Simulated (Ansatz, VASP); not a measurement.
# Si4O7: VASP beside Ansatz

```
CELL_PARAMETERS angstrom
5.07998 0.00000 0.00000
0.00000 5.07998 0.00000
0.00000 0.00000 7.09148
ATOMIC_POSITIONS crystal
Si 0.29443 0.29443 0.00000
Si 0.20557 0.79443 0.25000
Si 0.70557 0.70557 0.50000
Si 0.79443 0.20557 0.75000
O 0.40537 0.74096 0.42483
O 0.75904 0.90537 0.67483
O 0.59463 0.25904 0.92483
O 0.74096 0.40537 0.57517
O 0.17473 0.08647 0.20450
O 0.25904 0.59463 0.07517
O 0.09463 0.24096 0.82517
```

Change from the starting cell: O vacancy; atom 9 moved 0.875 of the way to it and +0.225 Å across, host rigid.

Alike in both runs: task single point; functional PBE; k mesh 4 × 4 × 4; occupations gaussian, width 0.05 eV; no spin polarisation.

|  | VASP | Ansatz |
| --- | --- | --- |
| version | VASP 6.6.1 | Ansatz 0.2.0 |
| potentials or method | VASP PAW PBE potentials, release 64 (Si, O), cutoff 520 eV | scalar-relativistic, plane waves, PAW |
| valence electrons in the cell | 58 | 58 |

VASP gave:

- gap on the k mesh at the Fermi level (eV): 2.36
- least direct gap on the mesh (eV): 2.42
- pressure (GPa): -0.8
- traceless stress, the component that is largest in VASP (GPa): 5.48
- rms of the force components (eV/Å): 1.768

**Question.** What did Ansatz give for the same quantities?

**Answer.** gap on the k mesh at the Fermi level (eV): 2.36; least direct gap on the mesh (eV): 2.42; pressure (GPa): -0.8; traceless stress, the component that is largest in VASP (GPa): 5.37; rms of the force components (eV/Å): 1.749.

Atom by atom the forces differ by 0.024 eV/Å (rms over components).
